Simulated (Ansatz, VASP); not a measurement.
**One calculation of Co, two programs**

```
Co
1.0
    -1.41457    1.39291    1.39216
     1.44298   -1.37513    1.40278
     1.41127    1.37182   -1.37438
Co
1
Direct
  0.00000 0.00000 0.00000
```

Alike in both runs: task single point; functional PBE; k mesh 11 × 11 × 11; occupations fermi-dirac, width 0.05 eV; collinear spin; fixed moment 1 μB.

|  | VASP | Ansatz |
| --- | --- | --- |
| version | VASP 6.6.1 | Ansatz 0.2.0 |
| potentials or method | VASP PAW PBE potentials, release 64 (Co) | Ansatz PAW |
| plane-wave cutoff (eV) | 520 | 420 |
| valence electrons in the cell | 9 | 17 |

VASP gave:

```
pressure (GPa)                                                : -7.1
traceless stress, the component that is largest in VASP (GPa) : -3.08
net moment per atom (μB)                                      : 1.00
size of the moment on the site where the two differ most (μB) : 1.02
```

Estimate Ansatz's values.

pressure (GPa): -6.3; traceless stress, the component that is largest in VASP (GPa): -3.17; net moment per atom (μB): 1.00; size of the moment on the site where the two differ most (μB): 1.06.

Site moments also hang on the region over which each program counts them. VASP's potentials hold 9 valence electrons a cell and Ansatz's 17, so a difference there can come from the potentials and not from the codes.
